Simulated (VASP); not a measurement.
Input of a VASP 6.6.1 run:

INCAR

```
PREC = Accurate
ENCUT = 520
EDIFF = 1E-7
ISMEAR = 0
SIGMA = 0.1
LREAL = F
LASPH = T
NELM = 60
ALGO = Normal
ISIF = 2
LWAVE = F
LCHARG = F
LDIPOL = T
IDIPOL = 3
DIPOL = 0.5 0.5 0.354
GGA = PE
NBANDS = 35
```

KPOINTS

```
Automatic mesh
0
Gamma
  9 9 1
```

The input POSCAR:

```
Ti3HN3
1.0
    3.0028555063      0.0000000000      0.0000000000
   -1.5014277532      2.6005491524      0.0000000000
    0.0000000000      0.0000000000     21.5541471692
N Ti H
3 3 1
Direct
    0.3333333333      0.6666666667      0.1855791356
    0.0000000000      0.0000000000      0.2993308528
    0.6666666667      0.3333333333      0.4147299344
    0.6666666667      0.3333333333      0.2424549943
    0.3333333333      0.6666666667      0.3575097830
    0.0000000000      0.0000000000      0.4664599852
    0.3333333333      0.6666666667      0.5119093296
```

Potentials or basis: VASP PAW PBE potentials, release 64 (N, Ti_sv, H).

Command:

```console
$ cat potpaw_PBE.64/N/POTCAR potpaw_PBE.64/Ti_sv/POTCAR potpaw_PBE.64/H/POTCAR > POTCAR
$ mpirun -np 1 vasp_std > vasp.out
```

**Question.** What does it give for the largest force?

**Answer.** 5.614 eV/Å.

**Question.** What does it give for the band gap on the k mesh?

**Answer.** Zero (band 26 reaches -0.06 eV, above the bottom of band 27 at -0.07 eV).

Forces in eV/Å, atoms in the order of the input:
```
N    0.000  0.000  4.305
N    0.000  0.000  1.368
N    0.000  0.000 -0.419
Ti   0.000  0.000 -5.614
Ti   0.000  0.000 -0.029
Ti   0.000  0.000  0.374
H    0.000  0.000  0.016
```
